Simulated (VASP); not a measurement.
# Pd (Pm-3m) in VASP: further runs, part 2 of 2

VASP 6.6.1. The steps go on from the part before.

### Step 3. Single point, LDA (volume scaled by 0.88)

Contents of INCAR:

```
PREC = Accurate
ENCUT = 520
EDIFF = 1E-6
ISMEAR = -1
SIGMA = 0.1
LREAL = False
LASPH = True
NELM = 100
ALGO = Normal
ISIF = 2
LWAVE = False
LCHARG = True
LELF = True
LVHAR = True
NBANDS = 11
```

Contents of KPOINTS:

```
Automatic mesh
0
Gamma
  14 14 14
```

Contents of POSCAR:

```
Pd
1.0
    2.4335132991      0.0000000000      0.0000000000
    0.0000000000      2.4335132991      0.0000000000
    0.0000000000      0.0000000000      2.4335132991
Pd
1
Direct
    0.0000000000      0.0000000000      0.0000000000
```

Potentials or basis: VASP PAW LDA potentials, release 64 (Pd).

Command:

```
$ cat potpaw_LDA.64/Pd/POTCAR > POTCAR
$ mpirun -np 1 vasp_std > vasp.out
```

OUTCAR:

```text
PREC = Accurate
   ENCUT = 520
   EDIFF = 1E-6
   ISMEAR = -1
   LREAL = False
   LASPH = True
   NELM = 100
   ISIF = 2

 ion  position               nearest neighbor table
   1  0.000  0.000  0.000-

  LATTYP: Found a simple cubic cell.
 ALAT       =     2.4335132991

  Lattice vectors:

 A1 = (   2.4335132991,   0.0000000000,   0.0000000000)
 A2 = (   0.0000000000,   2.4335132991,   0.0000000000)
 A3 = (   0.0000000000,   0.0000000000,   2.4335132991)

Analysis of symmetry for initial positions (statically):
=====================================================================
 Subroutine PRICEL returns:
 Original cell was already a primitive cell.

 Routine SETGRP: Setting up the symmetry group for a
 simple cubic supercell.

 Subroutine GETGRP returns: Found 48 space group operations
 (whereof 48 operations were pure point group operations)
 out of a pool of 48 trial point group operations.

The static configuration has the point symmetry O_h .

Analysis of symmetry for dynamics (positions and initial velocities):
=====================================================================
 Subroutine PRICEL returns:
 Original cell was already a primitive cell.

 Routine SETGRP: Setting up the symmetry group for a
 simple cubic supercell.

 Subroutine GETGRP returns: Found 48 space group operations
 (whereof 48 operations were pure point group operations)
 out of a pool of 48 trial point group operations.

The dynamic configuration has the point symmetry O_h .

 Subroutine INISYM returns: Found 48 space group operations
 (whereof 48 operations are pure point group operations),
 and found     1 'primitive' translations

----------------------------------------------------------------------------------------

                                     Primitive cell

  volume of cell :      14.4112

  direct lattice vectors                    reciprocal lattice vectors
     2.433513299  0.000000000  0.000000000     0.410928512  0.000000000  0.000000000
     0.000000000  2.433513299  0.000000000     0.000000000  0.410928512  0.000000000
     0.000000000  0.000000000  2.433513299     0.000000000  0.000000000  0.410928512

  length of vectors
     2.433513299  2.433513299  2.433513299     0.410928512  0.410928512  0.410928512

  position of ions in fractional coordinates (direct lattice)
     0.000000000  0.000000000  0.000000000

  ion indices of the primitive-cell ions
   primitive index   ion index
                 1           1

----------------------------------------------------------------------------------------

 KPOINTS: Automatic mesh

Automatic generation of k-mesh.
 Grid dimensions read from file:
 generate k-points for:   14   14   14

 Generating k-lattice:

  Cartesian coordinates                     Fractional coordinates (reciprocal lattice)
     0.029352037  0.000000000  0.000000000     0.071428571  0.000000000  0.000000000
     0.000000000  0.029352037  0.000000000     0.000000000  0.071428571  0.000000000
     0.000000000  0.000000000  0.029352037     0.000000000  0.000000000  0.071428571

  Length of vectors
     0.029352037  0.029352037  0.029352037

  Shift w.r.t. Gamma in fractional coordinates (k-lattice)
     0.000000000  0.000000000  0.000000000

 Subroutine IBZKPT returns following result:
 ===========================================

 Found    120 irreducible k-points:

 Following reciprocal coordinates:
            Coordinates               Weight
  0.000000  0.000000  0.000000      1.000000
  0.071429  0.000000  0.000000      6.000000
  0.142857  0.000000  0.000000      6.000000
  0.214286  0.000000  0.000000      6.000000
  0.285714  0.000000  0.000000      6.000000
  0.357143  0.000000  0.000000      6.000000
[... 16 lines left out ...]
  0.285714  0.214286  0.000000     24.000000
  0.357143  0.214286  0.000000     24.000000
 [... further k-points ...]
   k-points           NKPTS =    120   k-points in BZ     NKDIM =    120   number of bands    NBANDS=     11
   number of dos      NEDOS =    301   number of ions     NIONS =      1
   total plane-waves  NPLWV =   5832
   dimension x,y,z NGX =    18 NGY =   18 NGZ =   18
   dimension x,y,z NGXF=    36 NGYF=   36 NGZF=   36
   ions per type =               1
   NGX,Y,Z   is equivalent  to a cutoff of  12.30, 12.30, 12.30 a.u.
   NGXF,Y,Z  is equivalent  to a cutoff of  24.59, 24.59, 24.59 a.u.
 SYSTEM =  unknown system
   PREC   = accura    normal or accurate (medium, high low for compatibility)
   ISTART =      0    job   : 0-new  1-cont  2-samecut
   ICHARG =      2    charge: 1-file 2-atom 10-const
   ISPIN  =      1    spin polarized calculation?
   LNONCOLLINEAR =      F non collinear calculations
   LSORBIT =      F    spin-orbit coupling
   LASPH  =      T    aspherical Exc in radial PAW
   ENCUT  =  520.0 eV  38.22 Ry    6.18 a.u.   4.52  4.52  4.52*2*pi/ulx,y,z
   NELM   =    100;   NELMIN=  2; NELMDL= -5     # of ELM steps
   EDIFF  = 0.1E-05   stopping-criterion for ELM
   LREAL  =      F    real-space projection
   EDIFFG = 0.1E-04   stopping-criterion for IOM
   NSW    =      0    number of steps for IOM
   IBRION =     -1    ionic relax: 0-MD 1-quasi-New 2-CG
   NFREE  =      0    steps in history (QN), initial steepest desc. (CG)
   ISIF   =      2    stress and relaxation
   ISYM   =      2    0-nonsym 1-usesym 2-fastsym
   POTIM  = 0.5000    time-step for ionic-motion
   TEBEG  =    0.0;   TEEND  =   0.0 temperature during run
   PSTRESS=    0.0 pullay stress
   NELECT =      10.0000    total number of electrons
   NUPDOWN=      -1.0000    fix difference up-down
   EMIN   =  10.00;   EMAX   =-10.00  energy-range for DOS
   EFERMI =   0.00;   METHOD = LEGACY
   ISMEAR =    -1;   SIGMA  =   0.10  broadening in eV -4-tet -1-fermi 0-gaus
   EFERMI_NEDOS =   21; number of points for ismear=-14 and -15
   IALGO  =     38    algorithm
   IMIX   =      4    mixing-type and parameters
     AMIX     =   0.40;   BMIX     =  1.00
     AMIX_MAG =   1.60;   BMIX_MAG =  1.00
  volume/ion in A,a.u.               =      14.41        97.25
  Fermi-wavevector in a.u.,A,eV,Ry     =   1.449354  2.738882 28.580761  2.100627
  Thomas-Fermi vector in A             =   2.567090
   LORBIT       =      0    0 simple, 1 ext, 2 COOP (PROOUT), +10 PAW based schemes
   GGA     = CA    functional components
   LHFCALC =     F    Hartree Fock is set to
   AEXX    =    0.0000 exact exchange contribution
   IVDW    =     0    specifies the selected vdW correction
   LEPSILON=     F    determine dielectric tensor
   LRPA    =     F    only Hartree local field effects (RPA)
 non-spin polarized calculation
  energy-cutoff  :      520.00
  volume of cell :       14.41
 maximum number of plane-waves:       402
   NGX =  9   NGY =  9   NGZ =  9

 number of electron      10.0000000 magnetization

 number of electron       9.9999998 magnetization

 Free energy of the ion-electron system (eV)
  ---------------------------------------------------
  ext. energy  EPLUGINS =         0.00000000
  ---------------------------------------------------
  free energy    TOTEN  =        -5.74360658 eV

  energy without entropy =       -5.70220664  energy(sigma->0) =       -5.72290661

 E-fermi :  10.3455     XC(G=0): -13.5241

 val. band max:       10.3340473178   @ k =   0.0714   0.0714   0.0000
 cond. band min:      10.3474186925   @ k =   0.1429   0.0714   0.0000
 fundamental gap:      0.0133713746
 Fermi energy:        10.3455246763

 k-point     1 :       0.0000    0.0000    0.0000
  band No.  band energies     occupation
      1       2.7703      2.00000
      2       4.1685      2.00000
      3       4.1685      2.00000
      4      10.4326      0.59035
      5      10.4326      0.59035
      6      10.4326      0.59035
      7      28.1732      0.00000
      8      28.1732      0.00000
      9      28.1732      0.00000
     10      35.3616      0.00000
     11      35.9289      0.00000
[... 309 lines left out ...]
 k-point    24 :       0.3571    0.2143    0.0000
  band No.  band energies     occupation
      1       5.0214      2.00000
      2       5.7782      2.00000
      3       7.0573      2.00000
      4       8.7218      2.00000
      5       9.7364      1.99548
      6      10.3678      0.88907
      7      19.4256      0.00000
      8      26.4555      0.00000
      9      31.0814      0.00000
     10      34.9013      0.00000
     11      35.4546      0.00000

 [... further k-points ...]

------------------------ aborting loop because EDIFF is reached ----------------------------------------

  FORCE on cell =-STRESS in cart. coord.  units (eV):
  Direction    XX          YY          ZZ          XY          YZ          ZX
  --------------------------------------------------------------------------------------
  -------------------------------------------------------------------------------------
  Total        2.6755977      2.6755977      2.6755977     -0.0000000     -0.0000000     -0.0000000
  in kB      297.4611310    297.4611310    297.4611310     -0.0000000     -0.0000000     -0.0000000
  external PRESSURE =     297.4611310 kB  Pullay stress =       0.0000000 kB

 VOLUME and BASIS-vectors are now :
 -----------------------------------------------------------------------------
  energy-cutoff  :      520.00
  volume of cell :       14.41
      direct lattice vectors                 reciprocal lattice vectors
     2.433513299  0.000000000  0.000000000     0.410928512  0.000000000  0.000000000
     0.000000000  2.433513299  0.000000000     0.000000000  0.410928512  0.000000000
     0.000000000  0.000000000  2.433513299     0.000000000  0.000000000  0.410928512

 POSITION                                       TOTAL-FORCE (eV/Angst)
 -----------------------------------------------------------------------------------
      0.00000      0.00000      0.00000         0.000000      0.000000      0.000000
 -----------------------------------------------------------------------------------
    total drift:                                0.000000      0.000000      0.000000

  FREE ENERGIE OF THE ION-ELECTRON SYSTEM (eV)
  ---------------------------------------------------
  free  energy   TOTEN  =        -5.7436065752 eV

  energy  without entropy=       -5.7022066363  energy(sigma->0) =       -5.72290661
```

OSZICAR:

```text
N       E                     dE             d eps       ncg     rms          rms(c)
DAV:   1     0.431225104715E+02    0.43123E+02   -0.51839E+03  2656   0.852E+02
DAV:   2    -0.543235970647E+01   -0.48555E+02   -0.46754E+02  2979   0.187E+02
DAV:   3    -0.598868989304E+01   -0.55633E+00   -0.55487E+00  3258   0.215E+01
DAV:   4    -0.599123964005E+01   -0.25497E-02   -0.25494E-02  3229   0.147E+00
DAV:   5    -0.599126561532E+01   -0.25975E-04   -0.25976E-04  3490   0.136E-01    0.103E+01
DAV:   6    -0.576889232498E+01    0.22237E+00   -0.67521E-01  3246   0.707E+00    0.540E+00
DAV:   7    -0.574890950870E+01    0.19983E-01   -0.13931E-02  3551   0.880E-01    0.247E+00
DAV:   8    -0.574360162806E+01    0.53079E-02   -0.16199E-03  3289   0.395E-01    0.677E-02
DAV:   9    -0.574360234449E+01   -0.71643E-06   -0.30986E-05  3410   0.504E-02    0.144E-02
DAV:  10    -0.574360662067E+01   -0.42762E-05   -0.18721E-06  3324   0.108E-02    0.406E-03
DAV:  11    -0.574360657517E+01    0.45495E-07   -0.33930E-08  2199   0.157E-03
   1 F= -.57436066E+01 E0= -.57229066E+01  d E =-.413999E-01
```

Run time: 11 s. Hardware: 1 thread of Intel Xeon 8259CL, shared host; peak memory 0.13 GiB.

What came out:

- Free energy: -5.7436 eV
- Pressure: 29.7 GPa
- Band gap on the k mesh: zero (band 5 reaches 12.14 eV, above the bottom of band 6 at 9.52 eV)

Levels at points of the mesh, in eV from the Fermi level:
| k point | band 1 | band 2 | band 3 | band 4 | band 5 | band 6 | band 7 | band 8 | band 9 | band 10 |
| --- | --- | --- | --- | --- | --- | --- | --- | --- | --- | --- |
| (0.00, 0.00, 0.00) | -7.58 | -6.18 | -6.18 | 0.09 | 0.09 | 0.09 | 17.83 | 17.83 | 17.83 | 25.02 |
| (0.50, 0.00, 0.00) | -5.52 | -5.17 | -2.13 | -2.13 | -0.34 | 0.30 | 6.11 | 18.59 | 22.61 | 24.72 |
| (0.50, 0.50, 0.00) | -6.57 | -4.58 | -1.71 | -1.71 | 1.65 | 5.77 | 5.77 | 13.79 | 14.31 | 24.74 |
| (0.50, 0.50, 0.50) | -5.38 | -5.38 | -5.38 | 1.79 | 1.79 | 10.66 | 12.71 | 12.71 | 12.71 | 20.14 |

### Step 4. Single point, LDA (volume scaled by 0.92)

Contents of INCAR:

```
SYSTEM = Pd
ALGO = Normal ; EDIFF = 1E-6
ENCUT = 520 ; GGA = CA
ISIF = 2 ; ISMEAR = -1
LASPH = .TRUE. ; LCHARG = .FALSE.
LREAL = .FALSE. ; LWAVE = .FALSE.
NBANDS = 11 ; NELM = 80
PREC = Accurate ; SIGMA = 0.1
```

Contents of KPOINTS:

```
k-points
0
G
  14 14 14
  0 0 0
```

Contents of POSCAR:

```
Pd
1.0
    2.4698397487      0.0000000000      0.0000000000
    0.0000000000      2.4698397487      0.0000000000
    0.0000000000      0.0000000000      2.4698397487
Pd
1
Direct
    0.0000000000      0.0000000000      0.0000000000
```

Command:

```
$ cat potpaw_LDA.64/Pd/POTCAR > POTCAR
$ mpirun -np 1 vasp_std > vasp.out
```

Wall time 11 s (1 thread of Intel Xeon 8259CL, shared host); peak memory 0.13 GiB.

Results (log left out):

```yaml
Free_energy: -5.8391 eV
Pressure: 17.3 GPa
Band_gap_on_the_k_mesh: zero (band 5 reaches 11.21 eV, above the bottom of band 6 at 8.79 eV)
```

Levels at points of the mesh, in eV from the Fermi level:
```csv
k point,band 1,band 2,band 3,band 4,band 5,band 6,band 7,band 8,band 9,band 10
"(0.00, 0.00, 0.00)",-7.23,-5.79,-5.79,0.07,0.07,0.07,17.51,17.51,17.51,24.82
"(0.50, 0.00, 0.00)",-5.18,-4.89,-1.99,-1.99,-0.18,0.27,5.80,18.55,22.29,24.20
"(0.50, 0.50, 0.00)",-6.13,-4.31,-1.60,-1.60,1.52,5.69,5.69,13.48,13.62,24.44
"(0.50, 0.50, 0.50)",-5.02,-5.02,-5.02,1.65,1.65,10.80,12.30,12.30,12.30,19.58
```

### Step 5. Single point, LDA (volume scaled by 0.96)

Contents of INCAR:

```
SYSTEM = Pd
  PREC = Accurate
  ENCUT = 520
  EDIFF = 1E-6
  ISMEAR = -1
  SIGMA = 0.1
  LREAL = .False.
  LASPH = .True.
  NELM = 80
  ALGO = Normal
  ISIF = 2
  LWAVE = .False.
  LCHARG = .False.
  GGA = CA
  NBANDS = 11
```

Contents of KPOINTS:

```
regular mesh
0
Gamma
  14 14 14
  0 0 0
```

Contents of POSCAR:

```
Pd
1.0
    2.5051279413      0.0000000000      0.0000000000
    0.0000000000      2.5051279413      0.0000000000
    0.0000000000      0.0000000000      2.5051279413
Pd
1
Direct
    0.0000000000      0.0000000000      0.0000000000
```

Command:

```
$ cat potpaw_LDA.64/Pd/POTCAR > POTCAR
$ mpirun -np 1 vasp_std > vasp.out
```

Wall time 13 s (1 thread of Intel Xeon 8259CL, shared host); peak memory 0.13 GiB.

The run converged. Its results:

| Item | Value |
| --- | --- |
| Free energy | -5.8896 eV |
| Pressure | 7.6 GPa |
| Band gap on the k mesh | zero (band 5 reaches 10.37 eV, above the bottom of band 6 at 8.12 eV) |

Levels at points of the mesh, in eV from the Fermi level:
| k point | band 3 | band 4 | band 5 | band 6 | band 7 | band 8 |
| --- | --- | --- | --- | --- | --- | --- |
| (0.00, 0.00, 0.00) | -5.44 | 0.05 | 0.05 | 0.05 | 17.21 | 17.21 |
| (0.50, 0.00, 0.00) | -1.86 | -1.86 | -0.03 | 0.24 | 5.51 | 18.49 |
| (0.50, 0.50, 0.00) | -1.50 | -1.50 | 1.41 | 5.62 | 5.62 | 12.99 |
| (0.50, 0.50, 0.50) | -4.69 | 1.53 | 1.53 | 10.90 | 11.93 | 11.93 |

### Step 6. Single point, LDA

Contents of INCAR:

```
PREC     = Accurate       # precision mode
ENCUT    = 520            # plane-wave cutoff, eV
EDIFF    = 1E-6           # SCF threshold, eV
ISMEAR   = -1             # smearing method
SIGMA    = 0.1            # smearing width, eV
LREAL    = False          # projectors in reciprocal space
LASPH    = True           # aspherical terms in the spheres
NELM     = 60             # most SCF steps
ALGO     = Normal         # electronic algorithm
ISIF     = 2              # what is computed and relaxed
LWAVE    = False          # write WAVECAR
LCHARG   = True           # write CHGCAR
LELF     = True           # ELF
LVHAR    = True         
NBANDS   = 11             # bands
```

Contents of KPOINTS:

```
regular mesh
0
Gamma
  14 14 14
```

Contents of POSCAR:

```
Pd
1.0
    2.5394490273      0.0000000000      0.0000000000
    0.0000000000      2.5394490273      0.0000000000
    0.0000000000      0.0000000000      2.5394490273
Pd
1
Direct
    0.0000000000      0.0000000000      0.0000000000
```

Potentials or basis: VASP PAW LDA potentials, release 64 (Pd).

Command:

```
$ cat potpaw_LDA.64/Pd/POTCAR > POTCAR
$ mpirun -np 1 vasp_std > vasp.out
```

Run time: 13 s. Hardware: 1 thread of Intel Xeon 8259CL, shared host; peak memory 0.13 GiB.

The run converged. Its results:

| Property | Result |
| --- | --- |
| Free energy | -5.9052 eV |
| Pressure | 0.2 GPa |
| Band gap on the k mesh | zero (band 5 reaches 9.61 eV, above the bottom of band 6 at 7.51 eV) |

Levels at points of the mesh, in eV from the Fermi level:
| k point | band 1 | band 2 | band 3 | band 4 | band 5 | band 6 | band 7 | band 8 | band 9 | band 10 |
| --- | --- | --- | --- | --- | --- | --- | --- | --- | --- | --- |
| (0.00, 0.00, 0.00) | -6.61 | -5.13 | -5.13 | 0.04 | 0.04 | 0.04 | 16.91 | 16.91 | 16.91 | 23.84 |
| (0.50, 0.00, 0.00) | -4.59 | -4.40 | -1.75 | -1.75 | 0.10 | 0.21 | 5.25 | 18.41 | 21.67 | 23.22 |
| (0.50, 0.50, 0.00) | -5.37 | -3.85 | -1.41 | -1.41 | 1.30 | 5.55 | 5.55 | 12.42 | 12.91 | 23.86 |
| (0.50, 0.50, 0.50) | -4.40 | -4.40 | -4.40 | 1.41 | 1.41 | 10.98 | 11.60 | 11.60 | 11.60 | 18.59 |

### Step 7. Overview

| cell | k mesh | gap on the mesh (eV) | pressure (GPa) |
| --- | --- | --- | --- |
| a = 2.539 Å, 1 atom | 12 × 12 × 12 | none | 0.0 |
| a = 2.434 Å, 1 atom | 14 × 14 × 14 | none | 29.7 |
| a = 2.470 Å, 1 atom | 14 × 14 × 14 | none | 17.3 |
| a = 2.505 Å, 1 atom | 14 × 14 × 14 | none | 7.6 |
| a = 2.539 Å, 1 atom | 14 × 14 × 14 | none | 0.2 |

Alike in all rows: task single point; level LDA; potentials or basis VASP PAW LDA potentials, release 64 (Pd); no spin polarisation; cutoff (eV) 520; smearing fermi-dirac 0.1 eV.

Total energies depend on the potentials used, so only differences within one code and one set of settings carry meaning.
